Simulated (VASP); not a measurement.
# Ti (P6_3/mmc) in VASP: further runs

Ti is run at these levels: PBEsol; tasks: single point.

Everything below comes from runs of VASP 6.6.1. Logs are shortened: lines on timing, memory, paths and dates and some standing lists are left out, and cuts for length are marked.

## (1) The cell of the first run

It takes space group P6_3/mmc (No. 194, hexagonal). The conventional cell has a = 2.221 Å, b = 2.221 Å, c = 4.311 Å, α = 90.00°, β = 90.00°, γ = 120.00°. Ti (site symmetry -6m2) has 12 Ti at 2.22 to 2.51 Å within 2.9 Å.

## (2) Single point, PBEsol (volume scaled by 0.55)

Input file INCAR:

```
SYSTEM = Ti
  PREC = Accurate
  ENCUT = 520
  EDIFF = 1E-7
  ISMEAR = -1
  SIGMA = 0.08
  LREAL = .FALSE.
  LASPH = .TRUE.
  NELM = 100
  ALGO = Normal
  ISIF = 2
  LWAVE = .FALSE.
  LCHARG = .FALSE.
  GGA = PS
  NBANDS = 19
```

Input file KPOINTS:

```
Automatic mesh
0
G
  17 17 9
  0 0 0
```

Input file POSCAR:

```
Ti
1.0
    2.2205436699      0.0000000000      0.0000000000
   -1.1102718349      1.9230472283      0.0000000000
    0.0000000000      0.0000000000      4.3107676285
Ti
2
Direct
    0.3333333333      0.6666666667      0.2500000000
    0.6666666667      0.3333333333      0.7500000000
```

Potentials or basis: VASP PAW PBE potentials, release 64 (Ti_sv).

Launch:

```
> cat potpaw_PBE.64/Ti_sv/POTCAR > POTCAR
> mpirun -np 1 vasp_std > vasp.out
```

OUTCAR:

```text
SYSTEM = Ti
   PREC = Accurate
   ENCUT = 520
   EDIFF = 1E-7
   ISMEAR = -1
   LREAL = .FALSE.
   LASPH = .TRUE.
   NELM = 100
   ISIF = 2
   GGA = PS

 ion  position               nearest neighbor table
   1  0.333  0.667  0.250-   2 2.51   2 2.51   2 2.51   2 2.51   2 2.51   2 2.51
   2  0.667  0.333  0.750-   1 2.51   1 2.51   1 2.51   1 2.51   1 2.51   1 2.51

  LATTYP: Found a hexagonal cell.
 ALAT       =     2.2205436699
 C/A-ratio  =     1.9413117999

  Lattice vectors:

 A1 = (   2.2205436699,   0.0000000000,   0.0000000000)
 A2 = (  -1.1102718349,   1.9230472283,   0.0000000000)
 A3 = (   0.0000000000,   0.0000000000,   4.3107676285)

Analysis of symmetry for initial positions (statically):
=====================================================================
 Subroutine PRICEL returns:
 Original cell was already a primitive cell.

 Routine SETGRP: Setting up the symmetry group for a
 hexagonal supercell.

 Subroutine GETGRP returns: Found 24 space group operations
 (whereof 12 operations were pure point group operations)
 out of a pool of 24 trial point group operations.

The static configuration has the point symmetry D_3d.
 The point group associated with its full space group is D_6h.

Analysis of symmetry for dynamics (positions and initial velocities):
=====================================================================
 Subroutine PRICEL returns:
 Original cell was already a primitive cell.

 Routine SETGRP: Setting up the symmetry group for a
 hexagonal supercell.

 Subroutine GETGRP returns: Found 24 space group operations
 (whereof 12 operations were pure point group operations)
 out of a pool of 24 trial point group operations.

The dynamic configuration has the point symmetry D_3d.
 The point group associated with its full space group is D_6h.

 Subroutine INISYM returns: Found 24 space group operations
 (whereof 12 operations are pure point group operations),
 and found     1 'primitive' translations

----------------------------------------------------------------------------------------

                                     Primitive cell

  volume of cell :      18.4079

  direct lattice vectors                    reciprocal lattice vectors
     2.220543670  0.000000000  0.000000000     0.450340164  0.260004015  0.000000000
    -1.110271835  1.923047228  0.000000000     0.000000000  0.520008030  0.000000000
     0.000000000  0.000000000  4.310767628     0.000000000  0.000000000  0.231977245

  length of vectors
     2.220543670  2.220543670  4.310767628     0.520008030  0.520008030  0.231977245

  position of ions in fractional coordinates (direct lattice)
     0.333333333  0.666666667  0.250000000
     0.666666667  0.333333333  0.750000000

  ion indices of the primitive-cell ions
   primitive index   ion index
                 1           1
                 2           2

----------------------------------------------------------------------------------------

 KPOINTS: Automatic mesh

Automatic generation of k-mesh.
 Grid dimensions read from file:
 generate k-points for:   17   17    9

 Generating k-lattice:

  Cartesian coordinates                     Fractional coordinates (reciprocal lattice)
     0.026490598  0.015294354  0.000000000     0.058823529  0.000000000  0.000000000
     0.000000000  0.030588708  0.000000000     0.000000000  0.058823529  0.000000000
     0.000000000  0.000000000  0.025775249     0.000000000  0.000000000  0.111111111

  Length of vectors
     0.030588708  0.030588708  0.025775249

  Shift w.r.t. Gamma in fractional coordinates (k-lattice)
     0.000000000  0.000000000  0.000000000

 Subroutine IBZKPT returns following result:
 ===========================================

 Found    165 irreducible k-points:

 Following reciprocal coordinates:
            Coordinates               Weight
  0.000000  0.000000  0.000000      1.000000
  0.058824 -0.000000  0.000000      6.000000
  0.117647  0.000000  0.000000      6.000000
  0.176471 -0.000000  0.000000      6.000000
  0.235294  0.000000  0.000000      6.000000
  0.294118  0.000000  0.000000      6.000000
[... 16 lines left out ...]
  0.411765  0.117647  0.000000     12.000000
  0.176471  0.176471  0.000000      6.000000
 [... further k-points ...]
   k-points           NKPTS =    165   k-points in BZ     NKDIM =    165   number of bands    NBANDS=     19
   number of dos      NEDOS =    301   number of ions     NIONS =      2
   total plane-waves  NPLWV =  10368
   dimension x,y,z NGX =    18 NGY =   18 NGZ =   32
   dimension x,y,z NGXF=    36 NGYF=   36 NGZF=   64
   ions per type =               2
   NGX,Y,Z   is equivalent  to a cutoff of  13.48, 13.48, 12.34 a.u.
   NGXF,Y,Z  is equivalent  to a cutoff of  26.95, 26.95, 24.68 a.u.
 SYSTEM =  Ti
   PREC   = accura    normal or accurate (medium, high low for compatibility)
   ISTART =      0    job   : 0-new  1-cont  2-samecut
   ICHARG =      2    charge: 1-file 2-atom 10-const
   ISPIN  =      1    spin polarized calculation?
   LNONCOLLINEAR =      F non collinear calculations
   LSORBIT =      F    spin-orbit coupling
   LASPH  =      T    aspherical Exc in radial PAW
   ENCUT  =  520.0 eV  38.22 Ry    6.18 a.u.   4.13  4.13  8.02*2*pi/ulx,y,z
   NELM   =    100;   NELMIN=  2; NELMDL= -5     # of ELM steps
   EDIFF  = 0.1E-06   stopping-criterion for ELM
   LREAL  =      F    real-space projection
   EDIFFG = 0.1E-05   stopping-criterion for IOM
   NSW    =      0    number of steps for IOM
   IBRION =     -1    ionic relax: 0-MD 1-quasi-New 2-CG
   NFREE  =      0    steps in history (QN), initial steepest desc. (CG)
   ISIF   =      2    stress and relaxation
   ISYM   =      2    0-nonsym 1-usesym 2-fastsym
   POTIM  = 0.5000    time-step for ionic-motion
   TEBEG  =    0.0;   TEEND  =   0.0 temperature during run
   PSTRESS=    0.0 pullay stress
   NELECT =      24.0000    total number of electrons
   NUPDOWN=      -1.0000    fix difference up-down
   EMIN   =  10.00;   EMAX   =-10.00  energy-range for DOS
   EFERMI =   0.00;   METHOD = LEGACY
   ISMEAR =    -1;   SIGMA  =   0.08  broadening in eV -4-tet -1-fermi 0-gaus
   EFERMI_NEDOS =   21; number of points for ismear=-14 and -15
   IALGO  =     38    algorithm
   IMIX   =      4    mixing-type and parameters
     AMIX     =   0.40;   BMIX     =  1.00
     AMIX_MAG =   1.60;   BMIX_MAG =  1.00
  volume/ion in A,a.u.               =       9.20        62.11
  Fermi-wavevector in a.u.,A,eV,Ry     =   1.788452  3.379684 43.519057  3.198560
  Thomas-Fermi vector in A             =   2.851626
   LORBIT       =      0    0 simple, 1 ext, 2 COOP (PROOUT), +10 PAW based schemes
   GGA     = PS    functional components
   LHFCALC =     F    Hartree Fock is set to
   AEXX    =    0.0000 exact exchange contribution
   IVDW    =     0    specifies the selected vdW correction
   LEPSILON=     F    determine dielectric tensor
   LRPA    =     F    only Hartree local field effects (RPA)
 non-spin polarized calculation
  energy-cutoff  :      520.00
  volume of cell :       18.41
 maximum number of plane-waves:       508
 NGX is ok and might be reduce to    18
   NGX =  9   NGY =  9   NGZ = 17

 number of electron      24.0000001 magnetization

 Free energy of the ion-electron system (eV)
  ---------------------------------------------------
  ext. energy  EPLUGINS =         0.00000000
  ---------------------------------------------------
  free energy    TOTEN  =       -11.36086581 eV

  energy without entropy =      -11.34248755  energy(sigma->0) =      -11.35167668

 E-fermi :  16.5210     XC(G=0): -15.0215

 val. band max:       16.4842646135   @ k =   0.1765   0.0588   0.0000
 cond. band min:      16.5295174259   @ k =   0.1765   0.0588   0.1111
 fundamental gap:      0.0452528124
 Fermi energy:        16.5209904030

 k-point     1 :       0.0000    0.0000    0.0000
  band No.  band energies     occupation
      1     -40.0679      2.00000
      2     -39.3882      2.00000
      3     -17.3971      2.00000
      4     -14.3317      2.00000
      5     -13.3146      2.00000
      6     -13.3146      2.00000
[... 11 lines left out ...]
     18      21.5438      0.00000
     19      23.2935      0.00000

 k-point     2 :       0.0588   -0.0000    0.0000
  band No.  band energies     occupation
      1     -40.0225      2.00000
      2     -39.3508      2.00000
      3     -17.3463      2.00000
      4     -14.3237      2.00000
      5     -13.4935      2.00000
      6     -13.3584      2.00000
[... 11 lines left out ...]
     18      21.4035      0.00000
     19      23.3291      0.00000

 k-point     3 :       0.1176    0.0000    0.0000
  band No.  band energies     occupation
      1     -39.8900      2.00000
      2     -39.2427      2.00000
      3     -17.1975      2.00000
      4     -14.3025      2.00000
      5     -13.9976      2.00000
      6     -13.7966      2.00000
[... 11 lines left out ...]
     18      21.0463      0.00000
     19      23.3904      0.00000

 k-point     4 :       0.1765   -0.0000    0.0000
  band No.  band energies     occupation
      1     -39.6820      2.00000
      2     -39.0758      2.00000
      3     -16.9615      2.00000
      4     -14.7392      2.00000
      5     -14.5088      2.00000
      6     -14.2770      2.00000
[... 11 lines left out ...]
     18      20.5821      0.00000
     19      23.4174      0.00000

 k-point     5 :       0.2353    0.0000    0.0000
  band No.  band energies     occupation
      1     -39.4184      2.00000
      2     -38.8705      2.00000
      3     -16.6563      2.00000
      4     -15.6014      2.00000
      5     -15.3284      2.00000
      6     -14.2600      2.00000
[... 11 lines left out ...]
     18      21.0814      0.00000
     19      23.3935      0.00000
[... 334 lines left out ...]
      2     -38.4076      2.00000
      3     -17.1321      2.00000
      4     -16.8293      2.00000
      5     -15.8511      2.00000
      6     -14.6072      2.00000
[... 11 lines left out ...]
     18      23.5297      0.00000
     19      25.4212      0.00000

 k-point    22 :       0.3529    0.1176    0.0000
  band No.  band energies     occupation
      1     -38.5470      2.00000
      2     -38.2784      2.00000
      3     -17.6293      2.00000
      4     -17.2648      2.00000
      5     -15.5390      2.00000
      6     -14.7959      2.00000
[... 11 lines left out ...]
     18      24.0397      0.00000
     19      26.7827      0.00000

 k-point    23 :       0.4118    0.1176    0.0000
  band No.  band energies     occupation
      1     -38.4158      2.00000
      2     -38.2171      2.00000
      3     -17.8944      2.00000
      4     -17.4981      2.00000
      5     -15.3310      2.00000
      6     -14.8950      2.00000
[... 11 lines left out ...]
     18      24.1154      0.00000
     19      27.7258      0.00000

 k-point    24 :       0.1765    0.1765    0.0000
  band No.  band energies     occupation
      1     -39.0626      2.00000
      2     -38.6060      2.00000
      3     -16.2297      2.00000
      4     -16.2284      2.00000
      5     -16.1966      2.00000
      6     -14.3958      2.00000
[... 11 lines left out ...]
     18      22.6384      0.00000
     19      23.9444      0.00000

 [... further k-points ...]
[... 5 lines left out ...]
  --------------------------------------------------------------------------------------
  -------------------------------------------------------------------------------------
  Total       19.5007668     19.5007668     18.8327613      0.0000000      0.0000000      0.0000000
  in kB     1697.2991298   1697.2991297   1639.1575637      0.0000000      0.0000000      0.0000000
  external PRESSURE =    1677.9186078 kB  Pullay stress =       0.0000000 kB

 VOLUME and BASIS-vectors are now :
 -----------------------------------------------------------------------------
  energy-cutoff  :      520.00
  volume of cell :       18.41
      direct lattice vectors                 reciprocal lattice vectors
     2.220543670  0.000000000  0.000000000     0.450340164  0.260004015  0.000000000
    -1.110271835  1.923047228  0.000000000     0.000000000  0.520008030  0.000000000
     0.000000000  0.000000000  4.310767628     0.000000000  0.000000000  0.231977245

 POSITION                                       TOTAL-FORCE (eV/Angst)
 -----------------------------------------------------------------------------------
     -0.00000      1.28203      1.07769        -0.000000      0.000000      0.000000
      1.11027      0.64102      3.23308         0.000000     -0.000000      0.000000
 -----------------------------------------------------------------------------------
    total drift:                                0.000000     -0.000000      0.000000

  FREE ENERGIE OF THE ION-ELECTRON SYSTEM (eV)
  ---------------------------------------------------
  free  energy   TOTEN  =       -11.3608658148 eV

  energy  without entropy=      -11.3424875528  energy(sigma->0) =      -11.35167668
```

Run time: 70 s. Hardware: 1 thread of Intel Xeon 8259CL, shared host; peak memory 0.17 GiB.

Results:

| Property | Result |
| --- | --- |
| Free energy | -11.3609 eV |
| Pressure | 167.8 GPa |
| Band gap on the k mesh | zero (band 12 reaches 17.91 eV, above the bottom of band 13 at 16.20 eV) |

Caveat: the PAW data sets were made with another functional, which shifts forces and pressure a little.

## (3) Single point, PBEsol (volume scaled by 0.65)

Input file INCAR:

```
PREC     = Accurate       # precision mode
ENCUT    = 520            # plane-wave cutoff, eV
EDIFF    = 1E-6           # SCF threshold, eV
ISMEAR   = -1             # smearing method
SIGMA    = 0.08           # smearing width, eV
LREAL    = F              # projectors in reciprocal space
LASPH    = T              # aspherical terms in the spheres
NELM     = 80             # most SCF steps
ALGO     = Normal         # electronic algorithm
ISIF     = 2              # what is computed and relaxed
LWAVE    = F              # write WAVECAR
LCHARG   = F              # write CHGCAR
GGA      = PS             # functional
NBANDS   = 19             # bands
```

Input file KPOINTS:

```
regular mesh
0
Gamma
  17 17 9
```

Input file POSCAR:

```
Ti
1.0
    2.3960873043      0.0000000000      0.0000000000
   -1.1980436522      2.0750724752      0.0000000000
    0.0000000000      0.0000000000      4.3754088513
Ti
2
Direct
    0.3333333333      0.6666666667      0.2500000000
    0.6666666667      0.3333333333      0.7500000000
```

Potentials or basis: VASP PAW PBE potentials, release 64 (Ti_sv).

Launch:

```
> cat potpaw_PBE.64/Ti_sv/POTCAR > POTCAR
> mpirun -np 1 vasp_std > vasp.out
```

Run time: 77 s. Hardware: 1 thread of Intel Xeon 8259CL, shared host; peak memory 0.18 GiB.

It converged, with:

| Item | Value |
| --- | --- |
| Free energy | -14.0254 eV |
| Pressure | 94.1 GPa |
| Band gap on the k mesh | zero (band 12 reaches 15.22 eV, above the bottom of band 13 at 13.75 eV) |

Stress tensor (GPa, compression positive):
```
94.49  0.00  0.00
 0.00 94.49  0.00
 0.00  0.00 93.34
```

Levels at points of the mesh, in eV from the Fermi level:
```
           k point  band 9  band 10  band 11  band 12  band 13  band 14  band 15  band 16
(0.00, 0.00, 0.00)   -6.53    -3.52    -0.26     1.24     1.24     1.62     1.79     1.79
```

Caveat: the PAW data sets were made with another functional, which shifts forces and pressure a little.

(Continued in part 2 of 2.)
